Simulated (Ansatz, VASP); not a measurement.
MnS in VASP and in Ansatz

The input INCAR:

```
SYSTEM = MnS
PREC = Accurate
ENCUT = 520
EDIFF = 1E-6
ISMEAR = 0
SIGMA = 0.03
LREAL = .False.
LASPH = .True.
NELM = 150
ALGO = Normal
ISIF = 2
LWAVE = .False.
LCHARG = .True.
ISPIN = 2
MAGMOM = 4 0
LORBIT = 11
LMAXMIX = 4
GGA = PE
LELF = .True.
LVHAR = .True.
NBANDS = 20
```

The input KPOINTS:

```
regular mesh
0
Gamma
  9 9 9
  0 0 0
```

POSCAR

```
MnS
1.0
    0.0000000000      2.4734634191      2.4734634191
    2.4734634191      0.0000000000      2.4734634191
    2.4734634191      2.4734634191      0.0000000000
Mn S
1 1
Direct
    0.0000000000      0.0000000000      0.0000000000
    0.7500000000      0.7500000000      0.7500000000
```

Contents of input.yaml:

```yaml
crystal:
  lattice:
    - [0.0, 2.4734634191, 2.4734634191]
    - [2.4734634191, 0.0, 2.4734634191]
    - [2.4734634191, 2.4734634191, 0.0]
  atoms:
    - { symbol: Mn, position: [0.0, 0.0, 0.0], spin: 4.0 }
    - { symbol: S, position: [0.75, 0.75, 0.75] }
kpoints:
  mp_grid: { grid: [9, 9, 9] }
scf:
  occupations: { method: gaussian, width: 0.03 }
hamiltonian:
  xc: pbe
  pseudopotentials: { kind: all_electron, lapw: { basis_error: 0.001 } }
magnetization:
  spin_polarized: true
output:
  forces: true
  stress: true
  eigenvalues: true
```

Alike in both runs: task single point; functional PBE; k mesh 9 × 9 × 9; occupations gaussian, width 0.03 eV; collinear spin.

|  | VASP | Ansatz |
| --- | --- | --- |
| version | VASP 6.6.1 | Ansatz 0.2.0 |
| potentials or method | VASP PAW PBE potentials, release 64 (Mn_pv, S), cutoff 520 eV | all-electron LAPW, scalar-relativistic |

|  | VASP | Ansatz | Ansatz less VASP |
| --- | --- | --- | --- |
| gap on the k mesh at the Fermi level (eV) | none | none | - |
| pressure (GPa) | 3.0 | 2.9 | -0.07 |
| net moment per atom (μB) | 0.11 | 0.11 | +0.001 |

A gap of «none» marks a metal or a gap that the smearing closes. Ansatz ran all-electron here, and VASP with PAW potentials.
